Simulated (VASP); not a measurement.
Wanted: the native input for a VASP 6.6.1 run.

```
Task                   : single point
Functional             : PBEsol
Potentials or basis    : VASP PAW PBE potentials, release 64 (Na_pv, H)
Cutoff                 : 500 eV
k mesh                 : 8 × 8 × 8
Occupations            : gaussian, width 0.01 eV
Spin                   : no spin polarisation
Dipole correction      : no
Further INCAR settings : ALGO = Normal; EDIFF = 1e-06; NBANDS = 11
```

The structure of NaH lies in POSCAR:

```
NaH
1.0
    2.4196336142      2.4196336142      0.0000000000
   -2.4196336142      2.4196336142      0.0000000000
    0.0000000000      2.4196336142      2.3813027847
Na H
1 1
Direct
    0.0000000000      0.0000000000      0.0000000000
    0.5000000000      0.5000000000      0.0000000000
```

This cell differs from its parent crystal: in-plane strain +0.01, then relaxed in part.

One way to write it, as run:

INCAR

```
SYSTEM = NaH
PREC     = Accurate       ! precision mode
ENCUT    = 500            ! plane-wave cutoff, eV
EDIFF    = 1E-6           ! SCF threshold, eV
ISMEAR   = 0              ! smearing method
SIGMA    = 0.01           ! smearing width, eV
LREAL    = .FALSE.        ! projectors in reciprocal space
LASPH    = .TRUE.         ! aspherical terms in the spheres
NELM     = 120            ! most SCF steps
ALGO     = Normal         ! electronic algorithm
ISIF     = 2              ! what is computed and relaxed
LWAVE    = .FALSE.        ! write WAVECAR
LCHARG   = .FALSE.        ! write CHGCAR
GGA      = PS             ! functional
NBANDS   = 11             ! bands
GGA_COMPAT= .FALSE.
```

KPOINTS

```
Automatic mesh
0
G
  8 8 8
  0 0 0
```

Potentials or basis: VASP PAW PBE potentials, release 64 (Na_pv, H).

The run is started by

```sh
$ cat potpaw_PBE.64/Na_pv/POTCAR potpaw_PBE.64/H/POTCAR > POTCAR
$ mpirun -np 1 vasp_std > vasp.out
```

It gave:

The pressure is -0.4 GPa and the band gap on the k mesh is 3.58 eV, indirect (least direct gap 4.49 eV).

Caveat: the cell differs from its parent crystal (in-plane strain +0.01, then relaxed in part); the PAW data sets were made with another functional, which shifts forces and pressure a little.

Wall time 34 s on 1 thread of Intel Xeon 8259CL, on a shared host, peak memory 0.15 GiB.
